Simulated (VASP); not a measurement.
**LiAl16O24 (a cell with a defect): relaxation of the atoms with PBE**

The system is LiAl16O24 (a cell with a defect).

```
Al O Li
1.0
     2.40394    1.38792    4.37421
    -4.80788    2.77583    8.74841
     0.00000   -5.55167    8.74841
Al O Li
16 24 1
Direct
  0.64789 0.32394 0.32394
  0.85211 0.42606 0.42606
  0.14789 0.07394 0.07394
  0.35211 0.17606 0.17606
  0.64789 0.32394 0.82394
  0.85211 0.42606 0.92606
  0.14789 0.07394 0.57394
  0.35211 0.17606 0.67606
  0.64789 0.82394 0.32394
  0.85211 0.92606 0.42606
  0.14789 0.57394 0.07394
  0.35211 0.67606 0.17606
  0.64789 0.82394 0.82394
  0.85211 0.92606 0.92606
  0.14789 0.57394 0.57394
  0.35211 0.67606 0.67606
  0.44385 0.02807 0.37500
  0.94385 0.12500 0.27807
  0.05615 0.37500 0.22193
  0.75000 0.22193 0.02807
  0.25000 0.27807 0.47193
  0.55615 0.47193 0.12500
  0.44385 0.02807 0.87500
  0.94385 0.12500 0.77807
  0.05615 0.37500 0.72193
  0.75000 0.22193 0.52807
  0.25000 0.27807 0.97193
  0.55615 0.47193 0.62500
  0.44385 0.52807 0.37500
  0.94385 0.62500 0.27807
  0.05615 0.87500 0.22193
  0.75000 0.72193 0.02807
  0.25000 0.77807 0.47193
  0.55615 0.97193 0.12500
  0.44385 0.52807 0.87500
  0.94385 0.62500 0.77807
  0.05615 0.87500 0.72193
  0.75000 0.72193 0.52807
  0.25000 0.77807 0.97193
  0.55615 0.97193 0.62500
  0.98968 0.49593 0.00924
```

```json
{
  "Program": "VASP 6.6.1",
  "Task": "relaxation of the atoms",
  "Functional": "PBE",
  "Potentials or basis": "VASP PAW PBE potentials, release 64 (Al, O, Li_sv)",
  "Cutoff": "650 eV",
  "k mesh": "1 × 1 × 1, shifted",
  "Occupations": "fermi-dirac, width 0.01 eV",
  "Spin": "no spin polarisation",
  "Dipole correction": "no",
  "Charge": "1",
  "Further INCAR settings": "LREAL = Auto; ALGO = Normal; EDIFF = 1e-07; ISYM = -1; IBRION = 2; EDIFFG = -0.02; NSW = 90; NELECT = 194.0"
}
```

```yaml
Energy_gained_by_relaxing: 36.0 meV/atom
Ionic_steps: 17
Largest_force_after_relaxing: 0.017 eV/Å
```

Forces in eV/Å, atoms in the order of the input:
```
Al   0.000  0.011 -0.005
Al   0.002  0.000  0.000
Al  -0.002  0.010 -0.001
Al   0.000  0.010  0.009
Al  -0.004 -0.004  0.001
Al  -0.005  0.008  0.006
Al  -0.001 -0.009 -0.006
Al  -0.002  0.001  0.007
Al   0.007 -0.007 -0.009
Al   0.004 -0.001  0.010
Al   0.003 -0.004 -0.003
Al   0.009  0.007 -0.004
Al   0.000 -0.006 -0.008
Al   0.002  0.004 -0.005
Al  -0.002 -0.003  0.000
Al  -0.003 -0.015  0.007
O    0.004  0.003 -0.005
O    0.000  0.000 -0.003
O   -0.001 -0.011 -0.006
O   -0.006 -0.009  0.001
O    0.003 -0.001  0.011
O   -0.002 -0.002  0.003
O   -0.001 -0.001 -0.001
O    0.003 -0.001  0.004
O    0.007  0.009  0.000
O   -0.002  0.000  0.005
O    0.003 -0.006  0.004
O   -0.003  0.000 -0.002
O    0.004  0.001  0.001
O   -0.008 -0.008  0.002
O   -0.006  0.000 -0.003
O   -0.002 -0.001 -0.004
O    0.000  0.006 -0.006
O   -0.002 -0.007  0.004
O    0.002  0.001  0.001
O    0.002  0.006  0.004
O    0.000  0.002  0.002
O   -0.002  0.004 -0.010
O    0.003  0.002  0.000
O    0.000  0.006  0.001
Li  -0.003  0.008 -0.002
```

The path:
```tsv
step	energy change (eV)	largest force (eV/Å)	pressure (GPa)
1	0.0000	5.0388	-3.06
2	-0.5324	2.6872	-2.17
3	-1.1441	0.9112	-3.06
4	-1.3299	0.7993	-3.14
5	-1.3299	0.7945	-3.14
6	-1.4139	0.2714	-3.18
7	-1.4241	0.3085	-3.18
8	-1.4540	0.1984	-3.14
9	-1.4542	0.1900	-3.14
10	-1.4687	0.0705	-3.13
11	-1.4696	0.0901	-3.13
12	-1.4737	0.0605	-3.16
13	-1.4739	0.0609	-3.16
14	-1.4751	0.0260	-3.18
15	-1.4751	0.0267	-3.18
16	-1.4752	0.0258	-3.17
17	-1.4752	0.0167	-3.17
```

Final structure:
```
Al O Li
1.0
     2.40394    1.38792    4.37421
    -4.80788    2.77583    8.74841
     0.00000   -5.55167    8.74841
Al O Li
16 24 1
Cartesian
  -0.0001 -0.0267 8.5019
  0.0017 -0.0040 11.1871
  -0.0061 -0.0014 1.9374
  0.0118 -0.0269 4.6197
  0.0232 -2.7743 12.7500
  -0.0064 -2.7766 15.3200
  0.0035 -2.7786 6.2979
  0.0088 -2.7738 8.9776
  -2.4132 1.3816 12.8934
  -2.4085 1.3870 15.5731
  -2.3976 1.3851 6.5510
  -2.4281 1.3831 9.1211
  -2.4155 -1.3644 17.2517
  -2.3978 -1.3904 19.9343
  -2.4060 -1.3871 10.6835
  -2.4043 -1.3651 13.3687
  0.9340 -1.3930 5.4681
  1.6595 0.1247 7.6627
  -1.6706 -0.0530 5.4887
  0.7403 1.5045 5.4012
  -0.7375 -1.4997 7.6431
  -0.8810 1.4289 7.6796
  0.9351 -4.1662 9.8457
  1.6847 -2.6585 11.9958
  -1.6897 -2.8814 9.7786
  0.7323 -1.2632 9.8348
  -0.7919 -4.2664 11.9862
  -0.9470 -1.3990 12.0079
  -1.4574 0.0078 9.8628
  -0.7146 1.4901 12.0923
  -4.0891 1.2669 9.8754
  -1.6120 2.8750 9.8850
  -3.1369 -0.1286 12.0361
  -3.3389 2.7747 12.0257
  -1.5228 -2.8207 14.1908
  -0.7334 -1.3385 16.3826
  -4.0635 -1.5164 14.2086
  -1.6670 0.1079 14.2276
  -3.1438 -2.8957 16.4699
  -3.3385 0.0009 16.4033
  0.0002 2.7722 8.7485
```

Levels at points of the mesh, in eV from the Fermi level:
| k point | band 95 | band 96 | band 97 | band 98 | band 99 | band 100 |
| --- | --- | --- | --- | --- | --- | --- |
| (0.25, 0.25, 0.25) | -0.54 | -0.34 | -0.30 | 6.47 | 8.62 | 8.83 |

Wall time 55 min on 1 thread of Intel(R) Xeon(R) Platinum 8259CL CPU @ 2.50GHz (Skylake/Cascade Lake) (shared host), peak memory 0.86 GiB.

Caveat: the cell carries a net charge on a neutralising background, which shifts energy and pressure; the cell is charged against a uniform background, so pressure and absolute levels hang on convention.
